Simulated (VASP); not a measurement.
# TePt (P6_3/mmc) in VASP: further runs

Runs on TePt. Level: LDA. Tasks: single point.

Everything below comes from runs of VASP 6.6.1. Logs are shortened: lines on timing, memory, paths and dates and some standing lists are left out, and cuts for length are marked.

## 1. The cell of the first run

It takes space group P6_3/mmc (No. 194, hexagonal). The conventional cell has a = 4.307 Å, b = 4.307 Å, c = 5.647 Å, α = 90.00°, β = 90.00°, γ = 120.00°. Te (site symmetry -6m2) has 6 Pt at 2.86 Å and 6 Te at 3.76 Å within 3.8 Å. Pt (site symmetry -3m) has 2 Pt at 2.82 Å and 6 Te at 2.86 Å within 3.7 Å.

## 2. Single point, LDA (22.68 Å³/atom)

Input file INCAR:

```
PREC     = Accurate       # precision mode
ENCUT    = 520            # plane-wave cutoff, eV
EDIFF    = 1E-6           # SCF threshold, eV
ISMEAR   = 0              # smearing method
SIGMA    = 0.15           # smearing width, eV
LREAL    = F              # projectors in reciprocal space
LASPH    = T              # aspherical terms in the spheres
NELM     = 100            # most SCF steps
ALGO     = Normal         # electronic algorithm
ISIF     = 2              # what is computed and relaxed
LWAVE    = F              # write WAVECAR
LCHARG   = F              # write CHGCAR
NBANDS   = 24             # bands
```

Input file KPOINTS:

```
regular mesh
0
Gamma
  12 12 8
```

Input file POSCAR:

```
TePt
1.0
    4.3073750233      0.0000000000      0.0000000000
   -2.1536875117      3.7302961938      0.0000000000
    0.0000000000      0.0000000000      5.6470759316
Te Pt
2 2
Direct
    0.3333333333      0.6666666667      0.2500000000
    0.6666666667      0.3333333333      0.7500000000
    0.0000000000      0.0000000000      0.0000000000
    0.0000000000      0.0000000000      0.5000000000
```

Potentials or basis: VASP PAW LDA potentials, release 64 (Te, Pt).

On the command line:

```console
$ cat potpaw_LDA.64/Te/POTCAR potpaw_LDA.64/Pt/POTCAR > POTCAR
$ mpirun -np 1 vasp_std > vasp.out
```

OUTCAR:

```text
PREC = Accurate
   ENCUT = 520
   EDIFF = 1E-6
   ISMEAR = 0
   LREAL = F
   LASPH = T
   NELM = 100
   ISIF = 2

 ion  position               nearest neighbor table
   1  0.333  0.667  0.250-   3 2.86   4 2.86   3 2.86   4 2.86   3 2.86   4 2.86
   2  0.667  0.333  0.750-   3 2.86   4 2.86   3 2.86   4 2.86   3 2.86   4 2.86
   3  0.000  0.000  0.000-   4 2.82   4 2.82   1 2.86   2 2.86   2 2.86   1 2.86   2 2.86   1 2.86

   4  0.000  0.000  0.500-   3 2.82   3 2.82   1 2.86   2 2.86   2 2.86   1 2.86   2 2.86   1 2.86

  LATTYP: Found a hexagonal cell.
 ALAT       =     4.3073750233
 C/A-ratio  =     1.3110249052

  Lattice vectors:

 A1 = (   4.3073750233,   0.0000000000,   0.0000000000)
 A2 = (  -2.1536875117,   3.7302961938,   0.0000000000)
 A3 = (   0.0000000000,   0.0000000000,   5.6470759316)

Analysis of symmetry for initial positions (statically):
=====================================================================
 Subroutine PRICEL returns:
 Original cell was already a primitive cell.

 Routine SETGRP: Setting up the symmetry group for a
 hexagonal supercell.

 Subroutine GETGRP returns: Found 24 space group operations
 (whereof 12 operations were pure point group operations)
 out of a pool of 24 trial point group operations.

The static configuration has the point symmetry D_3d.
 The point group associated with its full space group is D_6h.

Analysis of symmetry for dynamics (positions and initial velocities):
=====================================================================
 Subroutine PRICEL returns:
 Original cell was already a primitive cell.

 Routine SETGRP: Setting up the symmetry group for a
 hexagonal supercell.

 Subroutine GETGRP returns: Found 24 space group operations
 (whereof 12 operations were pure point group operations)
 out of a pool of 24 trial point group operations.

The dynamic configuration has the point symmetry D_3d.
 The point group associated with its full space group is D_6h.

 Subroutine INISYM returns: Found 24 space group operations
 (whereof 12 operations are pure point group operations),
 and found     1 'primitive' translations

----------------------------------------------------------------------------------------

                                     Primitive cell

  volume of cell :      90.7360

  direct lattice vectors                    reciprocal lattice vectors
     4.307375023  0.000000000  0.000000000     0.232159957  0.134037614  0.000000000
    -2.153687512  3.730296194  0.000000000     0.000000000  0.268075227  0.000000000
     0.000000000  0.000000000  5.647075932     0.000000000  0.000000000  0.177082797

  length of vectors
     4.307375023  4.307375023  5.647075932     0.268075227  0.268075227  0.177082797

  position of ions in fractional coordinates (direct lattice)
     0.333333333  0.666666667  0.250000000
     0.666666667  0.333333333  0.750000000
     0.000000000  0.000000000  0.000000000
     0.000000000  0.000000000  0.500000000

  ion indices of the primitive-cell ions
   primitive index   ion index
                 1           1
                 2           2
                 3           3
                 4           4

----------------------------------------------------------------------------------------

 KPOINTS: regular mesh

Automatic generation of k-mesh.
 Grid dimensions read from file:
 generate k-points for:   12   12    8

 Generating k-lattice:

  Cartesian coordinates                     Fractional coordinates (reciprocal lattice)
     0.019346663  0.011169801  0.000000000     0.083333333  0.000000000  0.000000000
     0.000000000  0.022339602  0.000000000     0.000000000  0.083333333  0.000000000
     0.000000000  0.000000000  0.022135350     0.000000000  0.000000000  0.125000000

  Length of vectors
     0.022339602  0.022339602  0.022135350

  Shift w.r.t. Gamma in fractional coordinates (k-lattice)
     0.000000000  0.000000000  0.000000000

 Subroutine IBZKPT returns following result:
 ===========================================

 Found     95 irreducible k-points:

 Following reciprocal coordinates:
            Coordinates               Weight
  0.000000  0.000000  0.000000      1.000000
  0.083333  0.000000  0.000000      6.000000
  0.166667 -0.000000  0.000000      6.000000
  0.250000  0.000000  0.000000      6.000000
  0.333333  0.000000  0.000000      6.000000
  0.416667  0.000000  0.000000      6.000000
[... 16 lines left out ...]
  0.250000  0.000000  0.125000     12.000000
  0.333333  0.000000  0.125000     12.000000
 [... further k-points ...]
   k-points           NKPTS =     95   k-points in BZ     NKDIM =     95   number of bands    NBANDS=     24
   number of dos      NEDOS =    301   number of ions     NIONS =      4
   total plane-waves  NPLWV =  43008
   dimension x,y,z NGX =    32 NGY =   32 NGZ =   42
   dimension x,y,z NGXF=    64 NGYF=   64 NGZF=   84
   ions per type =               2   2
   NGX,Y,Z   is equivalent  to a cutoff of  12.35, 12.35, 12.36 a.u.
   NGXF,Y,Z  is equivalent  to a cutoff of  24.70, 24.70, 24.73 a.u.
 SYSTEM =  unknown system
   PREC   = accura    normal or accurate (medium, high low for compatibility)
   ISTART =      0    job   : 0-new  1-cont  2-samecut
   ICHARG =      2    charge: 1-file 2-atom 10-const
   ISPIN  =      1    spin polarized calculation?
   LNONCOLLINEAR =      F non collinear calculations
   LSORBIT =      F    spin-orbit coupling
   LASPH  =      T    aspherical Exc in radial PAW
   ENCUT  =  520.0 eV  38.22 Ry    6.18 a.u.   8.01  8.01 10.50*2*pi/ulx,y,z
   NELM   =    100;   NELMIN=  2; NELMDL= -5     # of ELM steps
   EDIFF  = 0.1E-05   stopping-criterion for ELM
   LREAL  =      F    real-space projection
   EDIFFG = 0.1E-04   stopping-criterion for IOM
   NSW    =      0    number of steps for IOM
   IBRION =     -1    ionic relax: 0-MD 1-quasi-New 2-CG
   NFREE  =      0    steps in history (QN), initial steepest desc. (CG)
   ISIF   =      2    stress and relaxation
   ISYM   =      2    0-nonsym 1-usesym 2-fastsym
   POTIM  = 0.5000    time-step for ionic-motion
   TEBEG  =    0.0;   TEEND  =   0.0 temperature during run
   PSTRESS=    0.0 pullay stress
   NELECT =      32.0000    total number of electrons
   NUPDOWN=      -1.0000    fix difference up-down
   EMIN   =  10.00;   EMAX   =-10.00  energy-range for DOS
   EFERMI =   0.00;   METHOD = LEGACY
   ISMEAR =     0;   SIGMA  =   0.15  broadening in eV -4-tet -1-fermi 0-gaus
   EFERMI_NEDOS =   21; number of points for ismear=-14 and -15
   IALGO  =     38    algorithm
   IMIX   =      4    mixing-type and parameters
     AMIX     =   0.40;   BMIX     =  1.00
     AMIX_MAG =   1.60;   BMIX_MAG =  1.00
  volume/ion in A,a.u.               =      22.68       153.08
  Fermi-wavevector in a.u.,A,eV,Ry     =   1.156640  2.185733 18.202099  1.337817
  Thomas-Fermi vector in A             =   2.293259
   LORBIT       =      0    0 simple, 1 ext, 2 COOP (PROOUT), +10 PAW based schemes
   GGA     = CA    functional components
   LHFCALC =     F    Hartree Fock is set to
   AEXX    =    0.0000 exact exchange contribution
   IVDW    =     0    specifies the selected vdW correction
   LEPSILON=     F    determine dielectric tensor
   LRPA    =     F    only Hartree local field effects (RPA)
 non-spin polarized calculation
 Gauss-broadening in eV      SIGMA  =   0.15
  energy-cutoff  :      520.00
  volume of cell :       90.74
 maximum number of plane-waves:      2458
   NGX = 17   NGY = 17   NGZ = 21

 number of electron      31.9999998 magnetization

 Free energy of the ion-electron system (eV)
  ---------------------------------------------------
  ext. energy  EPLUGINS =         0.00000000
  ---------------------------------------------------
  free energy    TOTEN  =       -23.30562170 eV

  energy without entropy =      -23.27786175  energy(sigma->0) =      -23.29174172

 E-fermi :   8.5480     XC(G=0): -11.1494

 val. band max:        8.5372641206   @ k =   0.0833   0.0833   0.1250
 cond. band min:       8.5511417861   @ k =   0.3333   0.2500   0.0000
 fundamental gap:      0.0138776655
 Fermi energy:         8.5479798518

 k-point     1 :       0.0000    0.0000    0.0000
  band No.  band energies     occupation
      1      -5.0041      2.00000
      2      -2.5914      2.00000
      3       1.8536      2.00000
      4       2.8818      2.00000
      5       2.8818      2.00000
      6       3.4550      2.00000
[... 16 lines left out ...]
     23      15.9057      0.00000
     24      15.9057      0.00000

 k-point     2 :       0.0833    0.0000    0.0000
  band No.  band energies     occupation
      1      -4.9420      2.00000
      2      -2.6242      2.00000
      3       1.9414      2.00000
      4       2.9053      2.00000
      5       2.9658      2.00000
      6       3.4121      2.00000
[... 16 lines left out ...]
     23      14.7308      0.00000
     24      15.5489      0.00000

 k-point     3 :       0.1667   -0.0000    0.0000
  band No.  band energies     occupation
      1      -4.7607      2.00000
      2      -2.7144      2.00000
      3       2.1998      2.00000
      4       2.9671      2.00000
      5       3.1871      2.00000
      6       3.2403      2.00000
[... 16 lines left out ...]
     23      14.2949      0.00000
     24      14.8568      0.00000
[... 514 lines left out ...]
 k-point    23 :       0.2500    0.0000    0.1250
  band No.  band energies     occupation
      1      -4.4264      2.00000
      2      -2.9213      2.00000
      3       2.4966      2.00000
      4       2.8095      2.00000
      5       3.0947      2.00000
      6       3.8097      2.00000
[... 16 lines left out ...]
     23      14.7521      0.00000
     24      15.3259      0.00000

 k-point    24 :       0.3333    0.0000    0.1250
  band No.  band energies     occupation
      1      -4.0844      2.00000
      2      -3.0410      2.00000
      3       2.0779      2.00000
      4       2.9081      2.00000
      5       3.1450      2.00000
      6       3.8891      2.00000
[... 16 lines left out ...]
     23      15.0363      0.00000
     24      16.0624      0.00000

 [... further k-points ...]

------------------------ aborting loop because EDIFF is reached ----------------------------------------

  FORCE on cell =-STRESS in cart. coord.  units (eV):
  Direction    XX          YY          ZZ          XY          YZ          ZX
  --------------------------------------------------------------------------------------
  -------------------------------------------------------------------------------------
  Total       -5.0238221     -5.0238221     -5.3714730      0.0000000      0.0000000      0.0000000
  in kB      -88.7084935    -88.7084935    -94.8471642      0.0000000      0.0000000      0.0000000
  external PRESSURE =     -90.7547170 kB  Pullay stress =       0.0000000 kB

 VOLUME and BASIS-vectors are now :
 -----------------------------------------------------------------------------
  energy-cutoff  :      520.00
  volume of cell :       90.74
      direct lattice vectors                 reciprocal lattice vectors
     4.307375023  0.000000000  0.000000000     0.232159957  0.134037614  0.000000000
    -2.153687512  3.730296194  0.000000000     0.000000000  0.268075227  0.000000000
     0.000000000  0.000000000  5.647075932     0.000000000  0.000000000  0.177082797

 POSITION                                       TOTAL-FORCE (eV/Angst)
 -----------------------------------------------------------------------------------
     -0.00000      2.48686      1.41177        -0.000000     -0.000000      0.000000
      2.15369      1.24343      4.23531         0.000000      0.000000      0.000000
      0.00000      0.00000      0.00000         0.000000     -0.000000      0.000000
      0.00000      0.00000      2.82354         0.000000     -0.000000      0.000000
 -----------------------------------------------------------------------------------
    total drift:                               -0.000000      0.000000      0.000000

  FREE ENERGIE OF THE ION-ELECTRON SYSTEM (eV)
  ---------------------------------------------------
  free  energy   TOTEN  =       -23.3056216991 eV

  energy  without entropy=      -23.2778617509  energy(sigma->0) =      -23.29174172
```

Wall time 3.3 min (1 thread of Intel Xeon 8259CL, shared host); peak memory 0.3 GiB.

What came out:

```yaml
Free_energy: -23.3056 eV
Pressure: -9.1 GPa
Band_gap_on_the_k_mesh: zero (bands 16 and 17 overlap by 1.34 eV)
```

Caveat: the cell stands under tension; spin-orbit coupling is left out, which moves the levels of the heavy elements.

## 3. Single point, LDA (23.52 Å³/atom)

This run uses another cell than the first one, of 23.52 Å³/atom.

Input file INCAR:

```
SYSTEM = TePt
PREC = Accurate
ENCUT = 520
EDIFF = 1E-6
ISMEAR = 0
SIGMA = 0.15
LREAL = .False.
LASPH = .True.
NELM = 100
ALGO = Normal
ISIF = 2
LWAVE = .False.
LCHARG = .False.
NBANDS = 24
```

Input file KPOINTS:

```
Automatic mesh
0
Gamma
  12 12 8
  0 0 0
```

Input file POSCAR:

```
TePt
1.0
    4.3599000120      0.0000000000      0.0000000000
   -2.1799500060      3.7757841684      0.0000000000
    0.0000000000      0.0000000000      5.7159375000
Te Pt
2 2
Direct
    0.3333333333      0.6666666667      0.2500000000
    0.6666666667      0.3333333333      0.7500000000
    0.0000000000      0.0000000000      0.0000000000
    0.0000000000      0.0000000000      0.5000000000
```

Potentials or basis: VASP PAW LDA potentials, release 64 (Te, Pt).

On the command line:

```console
$ cat potpaw_LDA.64/Te/POTCAR potpaw_LDA.64/Pt/POTCAR > POTCAR
$ mpirun -np 1 vasp_std > vasp.out
```

OUTCAR:

```text
SYSTEM = TePt
   PREC = Accurate
   ENCUT = 520
   EDIFF = 1E-6
   ISMEAR = 0
   LREAL = .False.
   LASPH = .True.
   NELM = 100
   ISIF = 2

 ion  position               nearest neighbor table
   1  0.333  0.667  0.250-   3 2.89   4 2.89   3 2.89   4 2.89   3 2.89   4 2.89
   2  0.667  0.333  0.750-   3 2.89   4 2.89   3 2.89   4 2.89   3 2.89   4 2.89
   3  0.000  0.000  0.000-   4 2.86   4 2.86   1 2.89   2 2.89   2 2.89   1 2.89   2 2.89   1 2.89

   4  0.000  0.000  0.500-   3 2.86   3 2.86   1 2.89   2 2.89   2 2.89   1 2.89   2 2.89   1 2.89

  LATTYP: Found a hexagonal cell.
 ALAT       =     4.3599000120
 C/A-ratio  =     1.3110249052

  Lattice vectors:

 A1 = (   4.3599000120,   0.0000000000,   0.0000000000)
 A2 = (  -2.1799500060,   3.7757841684,   0.0000000000)
 A3 = (   0.0000000000,   0.0000000000,   5.7159375000)

Analysis of symmetry for initial positions (statically):
=====================================================================
 Subroutine PRICEL returns:
 Original cell was already a primitive cell.

 Routine SETGRP: Setting up the symmetry group for a
 hexagonal supercell.

 Subroutine GETGRP returns: Found 24 space group operations
 (whereof 12 operations were pure point group operations)
 out of a pool of 24 trial point group operations.

The static configuration has the point symmetry D_3d.
 The point group associated with its full space group is D_6h.

Analysis of symmetry for dynamics (positions and initial velocities):
=====================================================================
 Subroutine PRICEL returns:
 Original cell was already a primitive cell.

 Routine SETGRP: Setting up the symmetry group for a
 hexagonal supercell.

 Subroutine GETGRP returns: Found 24 space group operations
 (whereof 12 operations were pure point group operations)
 out of a pool of 24 trial point group operations.

The dynamic configuration has the point symmetry D_3d.
 The point group associated with its full space group is D_6h.

 Subroutine INISYM returns: Found 24 space group operations
[... 121 lines left out ...]
     AMIX_MAG =   1.60;   BMIX_MAG =  1.00
  volume/ion in A,a.u.               =      23.52       158.75
  Fermi-wavevector in a.u.,A,eV,Ry     =   1.142706  2.159401 17.766169  1.305777
  Thomas-Fermi vector in A             =   2.279403
   LORBIT       =      0    0 simple, 1 ext, 2 COOP (PROOUT), +10 PAW based schemes
   GGA     = CA    functional components
   LHFCALC =     F    Hartree Fock is set to
   AEXX    =    0.0000 exact exchange contribution
   IVDW    =     0    specifies the selected vdW correction
   LEPSILON=     F    determine dielectric tensor
   LRPA    =     F    only Hartree local field effects (RPA)
 non-spin polarized calculation
 Gauss-broadening in eV      SIGMA  =   0.15
  energy-cutoff  :      520.00
  volume of cell :       94.10
 maximum number of plane-waves:      2554
   NGX = 17   NGY = 17   NGZ = 21

 number of electron      32.0000002 magnetization

 Free energy of the ion-electron system (eV)
  ---------------------------------------------------
  ext. energy  EPLUGINS =         0.00000000
  ---------------------------------------------------
  free energy    TOTEN  =       -23.08145341 eV

  energy without entropy =      -23.05246109  energy(sigma->0) =      -23.06695725

 E-fermi :   7.9792     XC(G=0): -10.9749

 val. band max:        7.9768268791   @ k =   0.3333   0.2500   0.0000
 cond. band min:       7.9894015067   @ k =   0.0833   0.0833   0.5000
 fundamental gap:      0.0125746276
 Fermi energy:         7.9792365976

 k-point     1 :       0.0000    0.0000    0.0000
  band No.  band energies     occupation
      1      -5.2744      2.00000
      2      -3.0500      2.00000
      3       1.5874      2.00000
      4       2.5942      2.00000
      5       2.5942      2.00000
      6       3.1617      2.00000
[... 637 lines left out ...]
     23      14.4655      0.00000
     24      15.3047      0.00000

 [... further k-points ...]

------------------------ aborting loop because EDIFF is reached ----------------------------------------

  FORCE on cell =-STRESS in cart. coord.  units (eV):
  Direction    XX          YY          ZZ          XY          YZ          ZX
  --------------------------------------------------------------------------------------
  -------------------------------------------------------------------------------------
  Total       -7.0385953     -7.0385953     -7.5316316      0.0000000      0.0000000     -0.0000000
  in kB     -119.8465159   -119.8465159   -128.2414711      0.0000000      0.0000000     -0.0000000
  external PRESSURE =    -122.6448343 kB  Pullay stress =       0.0000000 kB

 VOLUME and BASIS-vectors are now :
 -----------------------------------------------------------------------------
  energy-cutoff  :      520.00
  volume of cell :       94.10
      direct lattice vectors                 reciprocal lattice vectors
     4.359900012  0.000000000  0.000000000     0.229363058  0.132422823  0.000000000
    -2.179950006  3.775784168  0.000000000     0.000000000  0.264845647  0.000000000
     0.000000000  0.000000000  5.715937500     0.000000000  0.000000000  0.174949429

 POSITION                                       TOTAL-FORCE (eV/Angst)
 -----------------------------------------------------------------------------------
     -0.00000      2.51719      1.42898         0.000000      0.000000      0.000000
      2.17995      1.25859      4.28695        -0.000000     -0.000000      0.000000
      0.00000      0.00000      0.00000        -0.000000      0.000000      0.000000
      0.00000      0.00000      2.85797         0.000000      0.000000      0.000000
 -----------------------------------------------------------------------------------
    total drift:                               -0.000000      0.000000      0.000000

  FREE ENERGIE OF THE ION-ELECTRON SYSTEM (eV)
  ---------------------------------------------------
  free  energy   TOTEN  =       -23.0814534106 eV

  energy  without entropy=      -23.0524610932  energy(sigma->0) =      -23.06695725
```

It took 4 min on 1 thread of Intel Xeon 8259CL, shared host; peak memory 0.32 GiB.

Results:

* Free energy: -23.0815 eV
* Pressure: -12.3 GPa
* Band gap on the k mesh: zero (bands 16 and 17 overlap by 1.30 eV)

Levels at points of the mesh, in eV from the Fermi level:
```tsv
k point	band 14	band 15	band 16	band 17	band 18	band 19
(0.00, 0.00, 0.00)	-1.44	0.20	0.54	0.99	1.93	1.93
(0.50, 0.00, 0.00)	-1.74	-1.60	-1.59	1.22	2.21	3.50
(0.00, 0.00, 0.50)	-2.39	0.88	0.88	0.88	0.88	3.50
(0.50, 0.00, 0.50)	-2.49	-0.29	-0.29	0.29	0.29	2.46
```

Caveat: the cell stands under tension; spin-orbit coupling is left out, which moves the levels of the heavy elements.

[end of part 1 of 2]
